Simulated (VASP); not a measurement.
Fe: vibrations by perturbation theory with pbe exchange, pbesol correlation

The system is Fe.

```
Fe
1.0
    -1.44300    1.44300    1.44300
     1.44300   -1.44300    1.44300
     1.44300    1.44300   -1.44300
Fe
1
Direct
  0.00000 0.00000 0.00000
```

```
Program                : VASP 6.6.1
Task                   : vibrations by perturbation theory
Functional             : pbe exchange, pbesol correlation
Potentials or basis    : VASP PAW PBE potentials, release 64 (Fe)
Cutoff                 : 600 eV
k mesh                 : 14 × 14 × 14
Occupations            : fermi-dirac, width 0.15 eV
Spin                   : collinear spin, ferromagnetic start
Starting moments       : [3.0] μB
Dipole correction      : no
Further INCAR settings : ALGO = Normal; EDIFF = 1e-08; NBANDS = 14; IBRION = 8; NSW = 1
```

```yaml
Net_moment: 2.28 μB per cell
Site_moments: Fe +2.29 μB
Valence_electrons_inside_the_program's_atomic_spheres: Fe 7.17
```

Run time: 79 s on 1 thread of Intel(R) Xeon(R) 6975P-C (Granite Rapids), with other jobs on the host, peak memory 0.29 GiB.

Caveat: some modes are imaginary.
